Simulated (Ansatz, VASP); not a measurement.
## Two plane-wave programs on LiH

The input POSCAR:

```
LiH
1.0
    0.0000000000      1.9512000000      2.0325000000
    2.0325000000      0.0000000000      2.0325000000
    2.0325000000      1.9512000000      0.0000000000
Li H
1 1
Direct
    0.0000000000      0.0000000000      0.0000000000
    0.5000000000      0.5000000000      0.5000000000
```

INCAR.step1

```
SYSTEM = LiH
PREC = Accurate ; ENCUT = 520
ISMEAR = 0 ; SIGMA = 0.05
LREAL = .FALSE. ; LASPH = .TRUE.
NELM = 60 ; NBANDS = 9
GGA = PE ; ALGO = Normal
EDIFF = 1E-4 ; LWAVE = .TRUE.
LCHARG = .FALSE.
```

Contents of INCAR.step2:

```
SYSTEM = LiH
PREC = Accurate ; ENCUT = 520
EDIFF = 1E-6 ; ISMEAR = 0
SIGMA = 0.05 ; LREAL = .FALSE.
LASPH = .TRUE. ; NELM = 60
ALGO = Normal ; ISIF = 2
LWAVE = .FALSE. ; LCHARG = .FALSE.
METAGGA = R2SCAN ; LMIXTAU = .TRUE.
NBANDS = 9 ; ISTART = 1
```

The input KPOINTS:

```
Automatic mesh
0
G
  10 10 10
  0 0 0
```

Input for Ansatz:

```yaml
crystal:
  lattice:
    - [0.0, 1.9512, 2.0325]
    - [2.0325, 0.0, 2.0325]
    - [2.0325, 1.9512, 0.0]
  atoms:
    - { symbol: Li, position: [0.0, 0.0, 0.0] }
    - { symbol: H, position: [0.5, 0.5, 0.5] }
basis:
  ecutwfc: 500
kpoints:
  mp_grid: { grid: [10, 10, 10] }
hamiltonian:
  xc: r2scan
scf:
  occupations: { method: gaussian, width: 0.05 }
output:
  forces: true
  stress: true
  eigenvalues: true
```

Change from the starting cell: strain -0.0400 x Voigt [0, 1, 0, 0, 0, 0], atoms carried along.

Alike in both runs: task single point; functional r2SCAN; k mesh 10 × 10 × 10; occupations gaussian, width 0.05 eV; no spin polarisation.

|  | VASP | Ansatz |
| --- | --- | --- |
| version | VASP 6.6.1 | Ansatz 0.2.0 |
| potentials or method | VASP PAW PBE potentials, release 64 (Li_sv, H), cutoff 520 eV | scalar-relativistic, plane waves, PAW |
| valence electrons in the cell | 4 | 4 |

|  | VASP | Ansatz | Ansatz less VASP |
| --- | --- | --- | --- |
| gap on the k mesh at the Fermi level (eV) | 3.19 | 3.24 | +0.045 |
| least direct gap on the mesh (eV) | 3.49 | 3.55 | +0.058 |

VASP's potentials were made for PBE, not for r2SCAN.

Noted on VASP's run: the cutoff is under 1.25 times that of the potentials, so the pressure is a little rough.
